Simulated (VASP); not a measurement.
# Al2Ru (Fddd) in VASP: further runs, part 2 of 2

VASP 6.6.1.

## (5) Single point, LDA (14.46 Å³/atom)

This run uses another cell than the first one, of 14.46 Å³/atom.

INCAR reads:

```
PREC = Accurate ; ENCUT = 520
EDIFF = 1E-6 ; ISMEAR = 0
SIGMA = 0.03 ; LREAL = False
LASPH = True ; NELM = 60
ALGO = Fast ; ISIF = 2
LWAVE = False ; LCHARG = False
GGA = CA ; NBANDS = 29
```

KPOINTS reads:

```
Automatic mesh
0
Gamma
  10 10 10
```

POSCAR reads:

```
Al2Ru
1.0
    0.0000000000      4.2273250831      4.6474173125
    2.2077615075      0.0000000000      4.6474173125
    2.2077615075      4.2273250831      0.0000000000
Al Ru
4 2
Direct
    0.0788992938      0.4211007062      0.0788992938
    0.4211007062      0.0788992938      0.4211007062
    0.1711007062      0.8288992938      0.1711007062
    0.8288992938      0.1711007062      0.8288992938
    0.7500000000      0.7500000000      0.7500000000
    0.5000000000      0.5000000000      0.5000000000
```

Potentials or basis: VASP PAW LDA potentials, release 64 (Al, Ru_pv).

Started as:

```
> cat potpaw_LDA.64/Al/POTCAR potpaw_LDA.64/Ru_pv/POTCAR > POTCAR
> mpirun -np 1 vasp_std > vasp.out
```

OUTCAR:

```text
PREC = Accurate
   ENCUT = 520
   EDIFF = 1E-6
   ISMEAR = 0
   LREAL = False
   LASPH = True
   NELM = 60
   ISIF = 2
   GGA = CA

 ion  position               nearest neighbor table
   1  0.079  0.421  0.079-   2 2.58   2 2.58   5 2.64   5 2.64   6 2.66   6 2.66   3 2.69   3 2.69
                             5 2.78   2 2.89   4 3.33   4 3.33   4 3.33   4 3.33
   2  0.421  0.079  0.421-   1 2.58   1 2.58   5 2.64   5 2.64   6 2.66   6 2.66   4 2.69   4 2.69
                             5 2.78   1 2.89   3 3.33   3 3.33   3 3.33   3 3.33
   3  0.171  0.829  0.171-   4 2.58   4 2.58   6 2.64   6 2.64   5 2.66   5 2.66   1 2.69   1 2.69
                             6 2.78   4 2.89   2 3.33   2 3.33   2 3.33   2 3.33
   4  0.829  0.171  0.829-   3 2.58   3 2.58   6 2.64   6 2.64   5 2.66   5 2.66   2 2.69   2 2.69
[... 985 lines left out ...]
  Total        4.5796929     -9.3175331    -11.1353202      0.0000000      0.0000000      0.0000000
  in kB       84.5838530   -172.0885818   -205.6618903      0.0000000      0.0000000      0.0000000
  external PRESSURE =     -97.7222063 kB  Pullay stress =       0.0000000 kB

 VOLUME and BASIS-vectors are now :
 -----------------------------------------------------------------------------
  energy-cutoff  :      520.00
  volume of cell :       86.75
      direct lattice vectors                 reciprocal lattice vectors
     0.000000000  4.227325083  4.647417313    -0.226473737  0.118278105  0.107586637
     2.207761507  0.000000000  4.647417313     0.226473737 -0.118278105  0.107586637
     2.207761507  4.227325083  0.000000000     0.226473737  0.118278105 -0.107586637

 POSITION                                       TOTAL-FORCE (eV/Angst)
 -----------------------------------------------------------------------------------
      1.10388      0.66707      2.32371        -0.000000      0.418496     -0.000000
      1.10388      3.56026      2.32371        -0.000000     -0.418496     -0.000000
      2.20776      1.44660      4.64742         0.000000     -0.418496      0.000000
      2.20776      7.00805      4.64742         0.000000      0.418496      0.000000
      3.31164      6.34099      6.97113        -0.000000      0.000000     -0.000000
      2.20776      4.22733      4.64742         0.000000      0.000000      0.000000
 -----------------------------------------------------------------------------------
    total drift:                               -0.000000     -0.000000     -0.000000

  FREE ENERGIE OF THE ION-ELECTRON SYSTEM (eV)
  ---------------------------------------------------
  free  energy   TOTEN  =       -41.5471655359 eV

  energy  without entropy=      -41.5467057608  energy(sigma->0) =      -41.54693565
```

OSZICAR:

```text
N       E                     dE             d eps       ncg     rms          rms(c)
DAV:   1     0.279822642003E+03    0.27982E+03   -0.21421E+04 10878   0.130E+03
DAV:   2    -0.326415081367E+02   -0.31246E+03   -0.30149E+03 10695   0.341E+02
DAV:   3    -0.429669320188E+02   -0.10325E+02   -0.10166E+02 12174   0.586E+01
DAV:   4    -0.430921388214E+02   -0.12521E+00   -0.12505E+00 11629   0.629E+00
DAV:   5    -0.430946797520E+02   -0.25409E-02   -0.25408E-02 12403   0.927E-01    0.159E+01
RMM:   6    -0.423852811675E+02    0.70940E+00   -0.99654E+00  9940   0.178E+01    0.532E+00
RMM:   7    -0.416417797897E+02    0.74350E+00   -0.16599E+00  9918   0.806E+00    0.328E+00
RMM:   8    -0.415513012814E+02    0.90479E-01   -0.15094E-01 10659   0.228E+00    0.577E-01
RMM:   9    -0.415473919436E+02    0.39093E-02   -0.18111E-02 11169   0.693E-01    0.293E-01
RMM:  10    -0.415470929457E+02    0.29900E-03   -0.35124E-03 11964   0.421E-01    0.937E-02
RMM:  11    -0.415471430850E+02   -0.50139E-04   -0.11483E-03 12129   0.196E-01    0.815E-02
RMM:  12    -0.415471601688E+02   -0.17084E-04   -0.35328E-04 13208   0.954E-02    0.247E-02
RMM:  13    -0.415471672602E+02   -0.70914E-05   -0.68883E-05 13928   0.388E-02    0.338E-02
RMM:  14    -0.415471656924E+02    0.15678E-05   -0.16012E-05 11268   0.267E-02    0.398E-02
RMM:  15    -0.415471655359E+02    0.15652E-06   -0.50874E-06  9898   0.111E-02
   1 F= -.41547166E+02 E0= -.41546936E+02  d E =-.459775E-03
```

Run time: 8.9 min. Hardware: 1 thread of Intel Xeon Platinum 8488C (Sapphire Rapids), shared host; peak memory 0.45 GiB.

Results:

- Free energy: -41.5472 eV
- Pressure: -9.8 GPa
- Largest force: 0.418 eV/Å
- Band gap on the k mesh: zero (bands 20 and 21 overlap by 0.72 eV)

Forces on the atoms (eV/Å):
```
Al   0.000  0.418  0.000
Al   0.000 -0.418  0.000
Al   0.000 -0.418  0.000
Al   0.000  0.418  0.000
Ru   0.000  0.000  0.000
Ru   0.000  0.000  0.000
```

Stress tensor (GPa, compression positive):
```
  8.46   0.00   0.00
  0.00 -17.21   0.00
  0.00   0.00 -20.57
```

Caveat: the stress differs along the axes, from -21 to 8 GPa.

## (6) Single point, LDA (14.46 Å³/atom)

This run uses another cell than the first one, of 14.46 Å³/atom.

INCAR reads:

```
PREC = Accurate ; ENCUT = 520
EDIFF = 1E-6 ; ISMEAR = 0
SIGMA = 0.03 ; LREAL = F
LASPH = T ; NELM = 60
ALGO = Fast ; ISIF = 2
LWAVE = F ; LCHARG = F
GGA = CA ; NBANDS = 29
```

KPOINTS reads:

```
regular mesh
0
Gamma
  10 10 10
```

POSCAR, as its differences from that of step 5:

```diff
@@ -2,5 +2,5 @@
 1.0
-    0.0000000000      4.2273250831      4.6474173125
-    2.2077615075      0.0000000000      4.6474173125
-    2.2077615075      4.2273250831      0.0000000000
+    0.0000000000      4.1017912271      4.5094084761
+    2.3449648998      0.0000000000      4.5094084761
+    2.3449648998      4.1017912271      0.0000000000
 Al Ru
```

Potentials or basis: VASP PAW LDA potentials, release 64 (Al, Ru_pv).

Started as:

```
> cat potpaw_LDA.64/Al/POTCAR potpaw_LDA.64/Ru_pv/POTCAR > POTCAR
> mpirun -np 1 vasp_std > vasp.out
```

OUTCAR:

```text
PREC = Accurate
   ENCUT = 520
   EDIFF = 1E-6
   ISMEAR = 0
   LREAL = F
   LASPH = T
   NELM = 60
   ISIF = 2
   GGA = CA

 ion  position               nearest neighbor table
   1  0.079  0.421  0.079-   6 2.62   6 2.62   3 2.65   3 2.65   2 2.68   2 2.68   5 2.70   5 2.73
                             5 2.73   2 2.81   4 3.27   4 3.27   4 3.27   4 3.27
   2  0.421  0.079  0.421-   6 2.62   6 2.62   4 2.65   4 2.65   1 2.68   1 2.68   5 2.70   5 2.73
                             5 2.73   1 2.81   3 3.27   3 3.27   3 3.27   3 3.27
   3  0.171  0.829  0.171-   5 2.62   5 2.62   1 2.65   1 2.65   4 2.68   4 2.68   6 2.70   6 2.73
                             6 2.73   4 2.81   2 3.27   2 3.27   2 3.27   2 3.27
   4  0.829  0.171  0.829-   5 2.62   5 2.62   2 2.65   2 2.65   3 2.68   3 2.68   6 2.70   6 2.73
                             6 2.73   3 2.81   1 3.27   1 3.27   1 3.27   1 3.27
   5  0.750  0.750  0.750-   4 2.62   3 2.62   4 2.62   3 2.62   1 2.70   2 2.70   2 2.73   2 2.73
                             1 2.73   1 2.73   6 3.27   6 3.27   6 3.27   6 3.27
   6  0.500  0.500  0.500-   1 2.62   2 2.62   1 2.62   2 2.62   3 2.70   4 2.70   3 2.73   3 2.73
                             4 2.73   4 2.73   5 3.27   5 3.27   5 3.27   5 3.27

  LATTYP: Found a face centered orthorhombic cell.
 ALAT       =     4.6899297996
 B/A-ratio  =     1.7491908845
 C/A-ratio  =     1.9230174731

  Lattice vectors:

 A1 = (   0.0000000000,   4.1017912271,   4.5094084761)
 A2 = (   2.3449648998,   0.0000000000,   4.5094084761)
 A3 = (   2.3449648998,   4.1017912271,   0.0000000000)

Analysis of symmetry for initial positions (statically):
=====================================================================
 Subroutine PRICEL returns:
 Original cell was already a primitive cell.

 Routine SETGRP: Setting up the symmetry group for a
 face centered orthorhombic supercell.

 Subroutine GETGRP returns: Found  8 space group operations
 (whereof  4 operations were pure point group operations)
 out of a pool of  8 trial point group operations.

The static configuration has the point symmetry D_2 .
 The point group associated with its full space group is D_2h.

Analysis of symmetry for dynamics (positions and initial velocities):
=====================================================================
[... 148 lines left out ...]
   LEPSILON=     F    determine dielectric tensor
   LRPA    =     F    only Hartree local field effects (RPA)
 non-spin polarized calculation
 RMM-DIIS sequential band-by-band and
 Gauss-broadening in eV      SIGMA  =   0.03
  energy-cutoff  :      520.00
  volume of cell :       86.75
 maximum number of plane-waves:      2357
 NGX is ok and might be reduce to    48
   NGX = 23   NGY = 19   NGZ = 17

 number of electron      39.9999998 magnetization

 Free energy of the ion-electron system (eV)
  ---------------------------------------------------
  ext. energy  EPLUGINS =         0.00000000
  ---------------------------------------------------
  free energy    TOTEN  =       -42.11561870 eV

  energy without entropy =      -42.11555859  energy(sigma->0) =      -42.11558864

 E-fermi :   9.8164     XC(G=0): -11.8700

 val. band max:        9.7847548538   @ k =   0.1000   0.1000   0.0000
 cond. band min:       9.8166004505   @ k =   0.0000   0.3000   0.3000
 fundamental gap:      0.0318455967
 Fermi energy:         9.8164325529

 k-point     1 :       0.0000    0.0000    0.0000
  band No.  band energies     occupation
      1     -32.6666      2.00000
      2     -32.5995      2.00000
      3     -32.5813      2.00000
      4     -32.5319      2.00000
      5     -32.5283      2.00000
      6     -32.5239      2.00000
[... 757 lines left out ...]
     28      14.3093      0.00000
     29      15.4685      0.00000

 [... further k-points ...]

------------------------ aborting loop because EDIFF is reached ----------------------------------------

  FORCE on cell =-STRESS in cart. coord.  units (eV):
  Direction    XX          YY          ZZ          XY          YZ          ZX
  --------------------------------------------------------------------------------------
  -------------------------------------------------------------------------------------
  Total       -3.9396293     -7.1715418     -8.2193485      0.0000000      0.0000000      0.0000000
  in kB      -72.7623081   -132.4535631   -151.8058492      0.0000000      0.0000000      0.0000000
  external PRESSURE =    -119.0072401 kB  Pullay stress =       0.0000000 kB

 VOLUME and BASIS-vectors are now :
 -----------------------------------------------------------------------------
  energy-cutoff  :      520.00
  volume of cell :       86.75
      direct lattice vectors                 reciprocal lattice vectors
     0.000000000  4.101791227  4.509408476    -0.213222808  0.121897964  0.110879288
     2.344964900  0.000000000  4.509408476     0.213222808 -0.121897964  0.110879288
     2.344964900  4.101791227  0.000000000     0.213222808  0.121897964 -0.110879288

 POSITION                                       TOTAL-FORCE (eV/Angst)
 -----------------------------------------------------------------------------------
      1.17248      0.64726      2.25470        -0.000000      0.037503      0.000000
      1.17248      3.45453      2.25470        -0.000000     -0.037503      0.000000
      2.34496      1.40364      4.50941        -0.000000     -0.037503      0.000000
      2.34496      6.79994      4.50941        -0.000000      0.037503      0.000000
      3.51745      6.15269      6.76411         0.000000     -0.000000     -0.000000
      2.34496      4.10179      4.50941        -0.000000     -0.000000      0.000000
 -----------------------------------------------------------------------------------
    total drift:                               -0.000000     -0.000000     -0.000000

  FREE ENERGIE OF THE ION-ELECTRON SYSTEM (eV)
  ---------------------------------------------------
  free  energy   TOTEN  =       -42.1156187012 eV

  energy  without entropy=      -42.1155585866  energy(sigma->0) =      -42.11558864
```

Run time: 8.2 min. Hardware: 1 thread of Intel Xeon Platinum 8488C (Sapphire Rapids), shared host; peak memory 0.44 GiB.

What came out:

```yaml
Free_energy: -42.1156 eV
Pressure: -11.9 GPa
Largest_force: 0.038 eV/Å
Band_gap_on_the_k_mesh: zero (bands 20 and 21 overlap by 0.13 eV)
```

Forces on the atoms (eV/Å):
```
Al   0.000  0.038  0.000
Al   0.000 -0.038  0.000
Al   0.000 -0.038  0.000
Al   0.000  0.038  0.000
Ru   0.000  0.000  0.000
Ru   0.000  0.000  0.000
```

Levels at points of the mesh, in eV from the Fermi level:
```tsv
k point	band 18	band 19	band 20	band 21	band 22	band 23
(0.00, 0.00, 0.00)	-1.37	-1.22	0.13	1.44	2.25	2.40
(0.50, 0.00, 0.00)	-2.04	-1.11	-0.88	0.25	0.62	1.62
(0.50, 0.50, 0.00)	-1.61	-1.13	-1.13	2.14	2.14	2.23
(0.50, 0.00, 0.50)	-2.16	-1.40	-1.40	1.52	1.52	2.04
(0.00, 0.50, 0.50)	-2.41	-1.23	-1.23	0.31	0.31	4.42
```

Caveat: the stress differs along the axes, from -15 to -7 GPa.

## (7) The runs side by side

| cell | gap on the mesh (eV) | pressure (GPa) | largest force (eV/Å) |
| --- | --- | --- | --- |
| a = 5.664, b = 4.786, c = 4.459 Å, angles 75.5, 54.9, 49.6°, 6 atoms | - | 19.7 | 0.03 |
| a = 5.975, b = 5.049, c = 4.703 Å, angles 75.5, 54.9, 49.6°, 6 atoms | - | -12.0 | 0.23 |
| a = 6.157, b = 5.102, c = 4.738 Å, angles 77.4, 54.0, 48.7°, 6 atoms | none | -11.5 | 0.17 |
| a = 6.282, b = 5.145, c = 4.769 Å, angles 78.5, 53.4, 48.1°, 6 atoms | none | -9.8 | 0.42 |
| a = 6.096, b = 5.083, c = 4.725 Å, angles 76.8, 54.3, 49.0°, 6 atoms | none | -11.9 | 0.04 |

Alike in all rows: task single point; level LDA; potentials or basis VASP PAW LDA potentials, release 64 (Al, Ru_pv); no spin polarisation; k mesh 10 × 10 × 10; cutoff (eV) 520; smearing gaussian 0.03 eV.

Caveats: the stress differs along the axes, from 13 to 25 GPa (at least some runs); the stress differs along the axes, from -17 to -9 GPa (at least some runs); the stress differs along the axes, from -17 to -2 GPa (at least some runs); the stress differs along the axes, from -21 to 8 GPa (at least some runs); the stress differs along the axes, from -15 to -7 GPa (at least some runs).

Total energies depend on the potentials used, so only differences within one code and one set of settings carry meaning.

The gap in the log of VASP goes by the Fermi energy; the results here count the filled bands.